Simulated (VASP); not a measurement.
Input of a VASP 6.6.1 run:

The input INCAR:

```
PREC = Accurate
ENCUT = 520
EDIFF = 1E-6
ISMEAR = 0
SIGMA = 0.15
LREAL = False
LASPH = True
NELM = 80
ALGO = Fast
ISIF = 2
LWAVE = False
LCHARG = True
GGA = PE
LELF = True
LVHAR = True
NBANDS = 13
```

The input KPOINTS:

```
regular mesh
0
Gamma
  26 26 26
```

Contents of POSCAR:

```
Mo
1.0
   -1.5802194352      1.5802194352      1.5012084634
    1.5802194352     -1.5802194352      1.5012084634
    1.5802194352      1.5802194352     -1.5012084634
Mo
1
Direct
    0.0000000000      0.0000000000      0.0000000000
```

Potentials or basis: VASP PAW PBE potentials, release 64 (Mo_sv).

Launch:

```sh
$ cat potpaw_PBE.64/Mo_sv/POTCAR > POTCAR
$ mpirun -np 1 vasp_std > vasp.out
```

Predict the pressure.

16.0 GPa.

What does it give for the band gap on the k mesh?

Zero (bands 7 and 8 overlap by 5.50 eV).

Stress tensor (GPa, compression positive):
```
10.05  0.00  0.00
 0.00 10.05  0.00
 0.00  0.00 27.80
```

Caveat: the cell differs from its parent crystal (strain +0.000 along x and y, -0.050 along z); the stress differs along the axes, from 10 to 28 GPa.
